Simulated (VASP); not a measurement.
# TiSi16 (a cell with a defect) in VASP: a series of runs

TiSi16 (a cell with a defect) is run at these levels: PBE; tasks: single point.

All numbers are computed with VASP 6.6.1; they aren't measurements. Logs are shortened: lines on timing, memory, paths and dates and some standing lists are left out, and cuts for length are marked.

### 1 The cell of the first run

The cell holds a defect, 17 atoms: a = 7.679 Å, b = 7.679 Å, c = 7.679 Å, α = 60.00°, β = 60.00°, γ = 60.00°.

### 2 Single point, PBE

File INCAR:

```
SYSTEM = TiSi16
  PREC = Accurate
  ENCUT = 520
  EDIFF = 1E-6
  ISMEAR = 0
  SIGMA = 0.02
  LREAL = Auto
  LASPH = .True.
  NELM = 80
  ALGO = Normal
  ISIF = 2
  LWAVE = .False.
  LCHARG = .False.
  GGA = PE
  NBANDS = 52
```

File KPOINTS:

```
Automatic mesh
0
Gamma
  2 2 2
  0 0 0
```

File POSCAR:

```
TiSi16
1.0
    0.0000000000      5.4300000000      5.4300000000
    5.4300000000      0.0000000000      5.4300000000
    5.4300000000      5.4300000000      0.0000000000
Si Ti
16 1
Direct
   -0.0059603131     -0.0052083794      0.0126260589
    0.1215009208      0.1120718232      0.1453265193
   -0.0093755985      0.0105779926      0.5094752302
    0.1115662983      0.1300270718      0.6299524862
   -0.0016116022      0.5019127072      0.0002348066
    0.1283974217      0.6238867403      0.1233554328
   -0.0059898711      0.5129556169      0.4943716390
    0.1217229282      0.6464050645      0.6105522099
    0.4989896869     -0.0058068140      0.0124390424
    0.6199615101      0.1289327808      0.1307580110
    0.4952504604      0.0051946593      0.5050837937
    0.6297685083      0.1297710866      0.6296990792
    0.4986706262      0.5004054328      0.0002676796
    0.6233494475      0.6233947514      0.1228621547
    0.4991143646      0.5127732965      0.4937697974
    0.6199270718      0.6309657459      0.6288023941
    0.2433587477      0.2576716390      0.7569414365
```

Potentials or basis: VASP PAW PBE potentials, release 64 (Si, Ti_sv).

On the command line:

```
> cat potpaw_PBE.64/Si/POTCAR potpaw_PBE.64/Ti_sv/POTCAR > POTCAR
> mpirun -np 1 vasp_std > vasp.out
```

OUTCAR:

```text
SYSTEM = TiSi16
   PREC = Accurate
   ENCUT = 520
   EDIFF = 1E-6
   ISMEAR = 0
   LREAL = Auto
   LASPH = .True.
   NELM = 80
   ISIF = 2
   GGA = PE

 ion  position               nearest neighbor table
   1  0.994  0.995  0.013-   6 2.33  10 2.35   2 2.37   4 2.40  17 2.78
   2  0.122  0.112  0.145-   3 2.29   1 2.37   9 2.37  17 2.44   5 2.45
   3  0.991  0.011  0.509-  12 2.26   4 2.26   2 2.29   8 2.29
   4  0.112  0.130  0.630-   3 2.26   1 2.40   7 2.40  11 2.41  17 2.42
   5  0.998  0.502  0.000-  14 2.35   6 2.35   8 2.45   2 2.45  17 2.65
   6  0.128  0.624  0.123-  13 2.32   1 2.33   7 2.33   5 2.35
   7  0.994  0.513  0.494-   6 2.33  16 2.35   8 2.37   4 2.40  17 2.78
   8  0.122  0.646  0.611-   3 2.29   7 2.37  15 2.37  17 2.44   5 2.45
   9  0.499  0.994  0.012-  14 2.33  10 2.35   2 2.37  12 2.40  17 2.78
  10  0.620  0.129  0.131-  13 2.33   9 2.35   1 2.35  11 2.35
  11  0.495  0.005  0.505-  16 2.35  10 2.35   4 2.41  12 2.41  17 2.74
  12  0.630  0.130  0.630-   3 2.26   9 2.40  15 2.40  11 2.41  17 2.42
  13  0.499  0.500  0.000-  14 2.32   6 2.32  16 2.33  10 2.33
  14  0.623  0.623  0.123-  13 2.32   9 2.33  15 2.33   5 2.35
  15  0.499  0.513  0.494-  14 2.33  16 2.35   8 2.37  12 2.40  17 2.77
  16  0.620  0.631  0.629-  13 2.33  15 2.35  11 2.35   7 2.35
  17  0.243  0.258  0.757-  12 2.42   4 2.42   2 2.44   8 2.44   5 2.65  11 2.74  15 2.77   9 2.78
                             7 2.78   1 2.78

  LATTYP: Found a face centered cubic cell.
 ALAT       =    10.8600000000

  Lattice vectors:

 A1 = (   0.0000000000,   5.4300000000,   5.4300000000)
 A2 = (   5.4300000000,   0.0000000000,   5.4300000000)
 A3 = (   5.4300000000,   5.4300000000,   0.0000000000)

Analysis of symmetry for initial positions (statically):
=====================================================================
 Subroutine PRICEL returns:
 Original cell was already a primitive cell.

 Routine SETGRP: Setting up the symmetry group for a
 face centered cubic supercell.

 Subroutine GETGRP returns: Found  1 space group operations
 (whereof  1 operations were pure point group operations)
 out of a pool of 48 trial point group operations.

The static configuration has the point symmetry C_1 .

Analysis of symmetry for dynamics (positions and initial velocities):
=====================================================================
 Subroutine PRICEL returns:
 Original cell was already a primitive cell.

 Routine SETGRP: Setting up the symmetry group for a
 face centered cubic supercell.

 Subroutine GETGRP returns: Found  1 space group operations
[... 123 lines left out ...]
   ISYM   =      2    0-nonsym 1-usesym 2-fastsym
   POTIM  = 0.5000    time-step for ionic-motion
   TEBEG  =    0.0;   TEEND  =   0.0 temperature during run
   PSTRESS=    0.0 pullay stress
   NELECT =      76.0000    total number of electrons
   NUPDOWN=      -1.0000    fix difference up-down
   EMIN   =  10.00;   EMAX   =-10.00  energy-range for DOS
   EFERMI =   0.00;   METHOD = LEGACY
   ISMEAR =     0;   SIGMA  =   0.02  broadening in eV -4-tet -1-fermi 0-gaus
   EFERMI_NEDOS =   21; number of points for ismear=-14 and -15
   IALGO  =     38    algorithm
   IMIX   =      4    mixing-type and parameters
     AMIX     =   0.40;   BMIX     =  1.00
     AMIX_MAG =   1.60;   BMIX_MAG =  1.00
  volume/ion in A,a.u.               =      18.84       127.11
  Fermi-wavevector in a.u.,A,eV,Ry     =   1.013607  1.915439 13.978610  1.027399
  Thomas-Fermi vector in A             =   2.146786
   LORBIT       =      0    0 simple, 1 ext, 2 COOP (PROOUT), +10 PAW based schemes
   GGA     = PE    functional components
   LHFCALC =     F    Hartree Fock is set to
   AEXX    =    0.0000 exact exchange contribution
   IVDW    =     0    specifies the selected vdW correction
   LEPSILON=     F    determine dielectric tensor
   LRPA    =     F    only Hartree local field effects (RPA)
 non-spin polarized calculation
 Gauss-broadening in eV      SIGMA  =   0.02
  energy-cutoff  :      520.00
  volume of cell :      320.21
 maximum number of plane-waves:      8646
 NGX is ok and might be reduce to    60
   NGX = 29   NGY = 29   NGZ = 29

 number of electron      75.9999998 magnetization

 Free energy of the ion-electron system (eV)
  ---------------------------------------------------
  ext. energy  EPLUGINS =         0.00000000
  ---------------------------------------------------
  free energy    TOTEN  =       -92.20362587 eV

  energy without entropy =      -92.20193875  energy(sigma->0) =      -92.20278231

 E-fermi :   6.9279     XC(G=0):  -9.7484

 val. band max:        6.9096931017   @ k =   0.0000   0.5000   0.5000
 cond. band min:       6.9435513181   @ k =   0.0000   0.0000   0.0000
 fundamental gap:      0.0338582164
 Fermi energy:         6.9278939179

 k-point     1 :       0.0000    0.0000    0.0000
  band No.  band energies     occupation
      1     -49.8242      2.00000
      2     -26.2208      2.00000
      3     -26.1895      2.00000
      4     -26.1814      2.00000
      5      -5.7161      2.00000
      6      -3.5080      2.00000
[... 413 lines left out ...]
     49       9.8782      0.00000
     50      10.5133      0.00000
 [bands above 50 left out]

------------------------ aborting loop because EDIFF is reached ----------------------------------------

  FORCE on cell =-STRESS in cart. coord.  units (eV):
  Direction    XX          YY          ZZ          XY          YZ          ZX
  --------------------------------------------------------------------------------------
  -------------------------------------------------------------------------------------
  Total        8.7666773      7.9466204      7.9482632     -0.0038742     -0.0890789     -0.0089416
  in kB       43.8647962     39.7615740     39.7697934     -0.0193849     -0.4457135     -0.0447402
  external PRESSURE =      41.1320545 kB  Pullay stress =       0.0000000 kB

 VOLUME and BASIS-vectors are now :
 -----------------------------------------------------------------------------
  energy-cutoff  :      520.00
  volume of cell :      320.21
      direct lattice vectors                 reciprocal lattice vectors
     0.000000000  5.430000000  5.430000000    -0.092081031  0.092081031  0.092081031
     5.430000000  0.000000000  5.430000000     0.092081031 -0.092081031  0.092081031
     5.430000000  5.430000000  0.000000000     0.092081031  0.092081031 -0.092081031

 POSITION                                       TOTAL-FORCE (eV/Angst)
 -----------------------------------------------------------------------------------
      5.47028      5.46619     10.79935         0.020809     -0.024799      0.032541
      1.39767      1.44887      1.26830         0.059253      0.044117     -0.048707
      2.82389      8.14554      5.43653        -0.124608      0.000189      0.000251
      4.12669      4.02645      1.31185         0.127119      0.056109      0.062665
      2.72666      5.42252      8.14664         0.041415      0.008621      0.000510
      4.05752      1.36702      4.08490        -0.023659     -0.028028     -0.031860
[... 9 lines left out ...]
      6.84054      6.78060      6.79235        -0.020227     -0.004761      0.008760
      5.50935      5.43163      2.72059        -0.103620     -0.021286     -0.012795
 -----------------------------------------------------------------------------------
    total drift:                                0.002667      0.000748      0.000899

  FREE ENERGIE OF THE ION-ELECTRON SYSTEM (eV)
  ---------------------------------------------------
  free  energy   TOTEN  =       -92.2036258677 eV

  energy  without entropy=      -92.2019387506  energy(sigma->0) =      -92.20278231
```

It took 4.3 min on 1 thread of AMD EPYC 7R43 (Zen 3), shared host; peak memory 0.45 GiB.

What came out:

* Free energy: -92.2036 eV
* Pressure: 4.1 GPa
* Largest force: 0.165 eV/Å
* Band gap on the k mesh: zero (band 38 reaches 6.99 eV, above the bottom of band 39 at 6.60 eV)

Forces on the atoms (eV/Å):
```
Si   0.021 -0.025  0.033
Si   0.059  0.044 -0.049
Si  -0.125  0.000  0.000
Si   0.127  0.056  0.063
Si   0.041  0.009  0.001
Si  -0.024 -0.028 -0.032
Si   0.015  0.031 -0.025
Si   0.059 -0.042  0.037
Si   0.024 -0.029  0.030
Si  -0.016  0.010 -0.006
Si  -0.120 -0.003  0.004
Si   0.133 -0.072 -0.065
Si  -0.074  0.003  0.004
Si  -0.017  0.041  0.037
Si   0.019  0.030 -0.028
Si  -0.020 -0.005  0.009
Ti  -0.104 -0.021 -0.013
```

Stress tensor (GPa, compression positive):
```
 4.39  0.00  0.00
 0.00  3.98 -0.04
 0.00 -0.04  3.98
```

Levels at points of the mesh, in eV from the Fermi level:
```csv
k point,band 36,band 37,band 38,band 39,band 40,band 41
"(0.00, 0.00, 0.00)",-0.96,-0.47,-0.42,-0.33,-0.21,0.02
"(0.50, 0.00, 0.00)",-1.36,-0.27,-0.09,0.14,0.44,0.51
"(0.00, 0.50, 0.00)",-1.35,-0.23,0.06,0.07,0.43,0.46
"(0.00, 0.00, 0.50)",-1.35,-0.23,0.06,0.07,0.43,0.46
"(0.50, 0.50, 0.50)",-1.36,-0.27,-0.09,0.13,0.45,0.50
"(0.50, 0.50, 0.00)",-1.86,-0.65,-0.03,0.55,0.62,1.11
"(0.00, 0.50, 0.50)",-1.93,-0.71,-0.02,0.59,0.72,1.10
"(0.50, 0.00, 0.50)",-1.86,-0.65,-0.03,0.55,0.62,1.11
```

Caveat: the k points lie up to 0.50 Å⁻¹ apart.

### 3 Single point, PBE

File INCAR:

```
PREC     = Accurate       # precision mode
ENCUT    = 520            # plane-wave cutoff, eV
EDIFF    = 1E-7           # SCF threshold, eV
ISMEAR   = 0              # smearing method
SIGMA    = 0.02           # smearing width, eV
LREAL    = Auto         
LASPH    = True           # aspherical terms in the spheres
NELM     = 100            # most SCF steps
ALGO     = Normal         # electronic algorithm
ISIF     = 2              # what is computed and relaxed
LWAVE    = False          # write WAVECAR
LCHARG   = True           # write CHGCAR
GGA      = PE             # functional
LELF     = True           # ELF
LVHAR    = True         
NBANDS   = 52             # bands
```

File KPOINTS:

```
regular mesh
0
Gamma
  2 2 2
```

File POSCAR:

```
TiSi16
1.0
    0.0000000000      5.4300000000      5.4300000000
    5.4300000000      0.0000000000      5.4300000000
    5.4300000000      5.4300000000      0.0000000000
Si Ti
16 1
Direct
    0.0149739686     -0.0185847528     -0.0009279822
    0.1376327052      0.1202320315      0.1218095052
    0.0041901448      0.0002676407      0.4955699657
    0.1380128603      0.1163536575      0.6181848030
    0.0147193620      0.5047197568     -0.0011589023
    0.1393054611      0.6183786351      0.1234751554
    0.0162440951      0.4993410731      0.4853808799
    0.1379871838      0.6277784273      0.6179621987
    0.5114087996      0.0002409833     -0.0115943564
    0.6340505915      0.1163448426      0.1221980163
    0.5117086542     -0.0023766639      0.4959049068
    0.6336296398      0.1244255913      0.6178197091
    0.5012188993      0.4993528133      0.0003478122
    0.6338070887      0.6277435509      0.1221703166
    0.5116592293      0.4950473723      0.4958472127
    0.6338563237      0.6241533577      0.6179940268
   -0.1123487070      0.3702072831      0.8718525325
```

Potentials or basis: VASP PAW PBE potentials, release 64 (Si, Ti_sv).

On the command line:

```
> cat potpaw_PBE.64/Si/POTCAR potpaw_PBE.64/Ti_sv/POTCAR > POTCAR
> mpirun -np 1 vasp_std > vasp.out
```

Wall time 6 min (1 thread of Intel Xeon Platinum 8259CL at 2.50GHz (Skylake/Cascade Lake), shared host); peak memory 0.5 GiB.

It converged, with:

* Free energy: -92.2046 eV
* Pressure: 4.0 GPa
* Largest force: 0.011 eV/Å
* Band gap on the k mesh: zero (band 38 reaches 6.96 eV, above the bottom of band 39 at 6.56 eV)

Forces on the atoms (eV/Å):
```
Si  -0.003 -0.001 -0.004
Si   0.002  0.001  0.000
Si   0.000  0.000 -0.001
Si   0.002  0.001 -0.001
Si   0.003  0.000  0.002
Si   0.001  0.000  0.001
Si  -0.002 -0.002  0.000
Si   0.002  0.002 -0.001
Si  -0.001 -0.001  0.001
Si   0.000  0.002  0.001
Si   0.001  0.001  0.002
Si   0.001  0.003 -0.001
Si   0.003 -0.002 -0.005
Si  -0.001  0.002  0.001
Si  -0.002  0.001 -0.002
Si   0.000  0.000  0.001
Ti  -0.005 -0.008  0.006
```

Stress tensor (GPa, compression positive):
```
3.96 0.00 0.12
0.00 4.11 0.00
0.12 0.00 3.96
```

Levels at points of the mesh, in eV from the Fermi level:
```csv
k point,band 35,band 36,band 37,band 38,band 39,band 40,band 41,band 42
"(0.00, 0.00, 0.00)",-0.98,-0.97,-0.42,-0.39,-0.36,-0.11,-0.06,0.26
"(0.50, 0.00, 0.00)",-1.36,-1.35,-0.28,0.00,0.07,0.45,0.47,0.84
"(0.00, 0.50, 0.00)",-1.36,-1.35,-0.25,0.04,0.06,0.45,0.45,0.80
"(0.00, 0.00, 0.50)",-1.36,-1.35,-0.28,0.00,0.07,0.45,0.47,0.84
"(0.50, 0.50, 0.50)",-1.36,-1.35,-0.26,0.04,0.06,0.45,0.45,0.80
"(0.50, 0.50, 0.00)",-2.00,-1.86,-0.69,-0.03,0.57,0.58,1.12,1.35
"(0.00, 0.50, 0.50)",-2.00,-1.86,-0.69,-0.03,0.57,0.58,1.12,1.35
"(0.50, 0.00, 0.50)",-1.99,-1.88,-0.70,-0.03,0.57,0.62,1.11,1.33
```

Caveat: the k points lie up to 0.50 Å⁻¹ apart.

[end of part 1 of 2]
